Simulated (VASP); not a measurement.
Write the native input for VASP 6.6.1 that does the following.

| Property | Result |
| --- | --- |
| Task | single point |
| Functional | PBEsol |
| Potentials or basis | VASP PAW PBE potentials, release 64 (La, In_d, Rh_pv) |
| Cutoff | 500 eV |
| k mesh | 7 × 7 × 3 |
| Occupations | fermi-dirac, width 0.1 eV |
| Spin | no spin polarisation |
| Dipole correction | no |
| Further INCAR settings | ALGO = Normal; EDIFF = 1e-06; NBANDS = 82 |

The structure of La2In8Rh lies in POSCAR:

```
La2In8Rh
1.0
    4.6768620953      0.0000000000      0.0000000000
    0.0000000000      4.6768620953      0.0000000000
    0.0000000000      0.0000000000     12.2802283616
La In Rh
2 8 1
Direct
    0.0000000000      0.0000000000      0.3059472346
    0.0000000000      0.0000000000      0.6940527654
    0.5000000000      0.0000000000      0.5000000000
    0.0000000000      0.5000000000      0.5000000000
    0.5000000000      0.0000000000      0.1190526196
    0.0000000000      0.5000000000      0.1190526196
    0.5000000000      0.0000000000      0.8809473804
    0.0000000000      0.5000000000      0.8809473804
    0.5000000000      0.5000000000      0.3070811364
    0.5000000000      0.5000000000      0.6929188636
    0.0000000000      0.0000000000      0.0000000000
```

One way to write it, as run:

INCAR

```
PREC = Accurate
ENCUT = 500
EDIFF = 1E-6
ISMEAR = -1
SIGMA = 0.1
LREAL = F
LASPH = T
NELM = 200
ALGO = Normal
ISIF = 2
LWAVE = F
LCHARG = F
GGA = PS
NBANDS = 82
GGA_COMPAT = F
LMAXMIX = 6
```

KPOINTS

```
Automatic mesh
0
Gamma
  7 7 3
```

Potentials or basis: VASP PAW PBE potentials, release 64 (La, In_d, Rh_pv).

The run is started by

```bash
$ cat potpaw_PBE.64/La/POTCAR potpaw_PBE.64/In_d/POTCAR potpaw_PBE.64/Rh_pv/POTCAR > POTCAR
$ mpirun -np 1 vasp_std > vasp.out
```

It gave:

The pressure is 0.0 GPa and the band gap on the k mesh is zero (an odd number of electrons rules out a gap without spin polarisation).

Caveat: the PAW data sets were made with another functional, which shifts forces and pressure a little; spin-orbit coupling is left out, which moves the levels of the heavy elements.

Wall time 18 min on 1 thread of Oxide Virtual Turin-like Processor (shared host), peak memory 0.52 GiB.
